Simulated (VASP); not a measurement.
The system is In3As.

```xyz
4
Lattice="-3.1042 3.1042 3.1042 3.1042 -3.1042 3.1042 3.1042 3.1042 -3.1042" Properties=species:S:1:pos:R:3 pbc="T T T"
In    3.1042    0.0000    0.0000
In    0.0000    3.1042    0.0000
In    0.0000    0.0000    3.1042
As    0.0000    0.0000    0.0000
```

```yaml
Program: VASP 6.6.1
Task: relaxation of cell and atoms
Functional: PBE
Potentials_or_basis: VASP PAW PBE potentials, release 64 (In_d, As)
Cutoff: 600 eV
k_mesh: 4 × 4 × 4
Occupations: gaussian, width 0.1 eV
Spin: no spin polarisation
```

At the start: pressure -3.9 GPa; volume 29.91 Å³/atom.

Problem. How do energy, volume and symmetry change on relaxing?

Solution. Over 3 steps the energy falls by 46.7 meV/atom and the volume is 26.56 Å³/atom (-11.2 %); space group Im-3m (No. 229, to 0.05 Å).

Step by step:
```tsv
step	energy change (eV)	largest force (eV/Å)	pressure (GPa)	volume (Å³)
1	0.0000	0.0000	-3.89	119.65
2	-0.1845	0.0000	-0.54	107.51
3	-0.1867	0.0000	-0.02	106.23
```

Final structure:
```
In As
1.0
    -2.98354    2.98354    2.98354
     2.98354   -2.98354    2.98354
     2.98354    2.98354   -2.98354
In As
3 1
Cartesian
  2.9835 0.0000 0.0000
  0.0000 2.9835 0.0000
  0.0000 0.0000 2.9835
  0.0000 0.0000 0.0000
```
